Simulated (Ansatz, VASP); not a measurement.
# AlN: VASP beside Ansatz

File POSCAR:

```
AlN
1.0
    0.0000000000     -2.1849006274     -2.1849006274
    0.0000000000      2.1849006274     -2.1849006274
    4.3698012547      0.0000000000      0.0000000000
Al N
2 2
Direct
    0.5000000000      0.5000000000      0.5000000000
    0.0000000000      0.0000000000      0.0000000000
    0.0000000000      0.5000000000      0.2500000000
    0.5000000000      0.0000000000      0.7500000000
```

INCAR.step1

```
ALGO = Normal
EDIFF = 1E-4
ENCUT = 520
GGA = PE
ISMEAR = 0
LASPH = T
LCHARG = F
LREAL = F
LWAVE = T
NBANDS = 16
NELM = 100
PREC = Accurate
SIGMA = 0.05
```

File INCAR.step2:

```
ALGO = Normal
EDIFF = 1E-7
ENCUT = 520
ISIF = 2
ISMEAR = 0
ISTART = 1
LASPH = T
LCHARG = F
LMIXTAU = T
LREAL = F
LWAVE = F
METAGGA = R2SCAN
NBANDS = 16
NELM = 100
PREC = Accurate
SIGMA = 0.05
```

KPOINTS

```
k-points
0
Gamma
  8 8 6
```

Input for Ansatz:

```yaml
crystal:
  lattice:
    - [0.0, -2.1849006274, -2.1849006274]
    - [0.0, 2.1849006274, -2.1849006274]
    - [4.3698012547, 0.0, 0.0]
  atoms:
    - { symbol: Al, position: [0.5, 0.5, 0.5] }
    - { symbol: Al, position: [0.0, 0.0, 0.0] }
    - { symbol: "N", position: [0.0, 0.5, 0.25] }
    - { symbol: "N", position: [0.5, 0.0, 0.75] }
basis:
  ecutwfc: 500
kpoints:
  mp_grid: { grid: [8, 8, 6] }
hamiltonian:
  xc: r2scan
scf:
  occupations: { method: gaussian, width: 0.05 }
output:
  forces: true
  stress: true
  eigenvalues: true
  write_density: true
  write_potential: true
  elf: true
  volumetric_format: npy
```

Alike in both runs: task single point; functional r2SCAN; k mesh 8 × 8 × 6; occupations gaussian, width 0.05 eV; no spin polarisation.

|  | VASP | Ansatz |
| --- | --- | --- |
| version | VASP 6.6.1 | Ansatz 0.2.0 |
| potentials or method | VASP PAW PBE potentials, release 64 (Al, N), cutoff 520 eV | scalar-relativistic, plane waves, PAW |
| valence electrons in the cell | 16 | 16 |

|  | VASP | Ansatz | Ansatz less VASP |
| --- | --- | --- | --- |
| gap on the k mesh at the Fermi level (eV) | 3.93 | 3.94 | +0.007 |
| least direct gap on the mesh (eV) | 3.93 | 3.94 | +0.007 |
| pressure (GPa) | -0.4 | 0.0 | +0.40 |

VASP's potentials were made for PBE, not for r2SCAN.
